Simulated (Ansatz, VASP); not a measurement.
# One calculation of Si, two programs

```xyz
1
Lattice="0.0000 2.0000 2.0000 2.0000 0.0000 2.0000 2.0000 2.0000 0.0000" Properties=species:S:1:pos:R:3 pbc="T T T"
Si    0.0000    0.0000    0.0000
```

Alike in both runs: task relaxation of cell and atoms; functional PBE; k mesh 17 × 17 × 17; occupations fermi-dirac, width 0.05 eV; no spin polarisation.

|  | VASP | Ansatz |
| --- | --- | --- |
| version | VASP 6.6.1 | Ansatz 0.2.0 |
| potentials or method | VASP PAW PBE potentials, release 64 (Si) | PAW with Ansatz's default frozen-core files, scalar-relativistic |
| plane-wave cutoff (eV) | 600 | 420 |
| valence electrons in the cell | 4 | 4 |

```tsv
	VASP	Ansatz	Ansatz less VASP
relaxed volume (Å³/atom)	14.50	14.50	+0.008
relaxed cell length with the largest relative difference (Å)	2.737	2.737	+0.0005
```
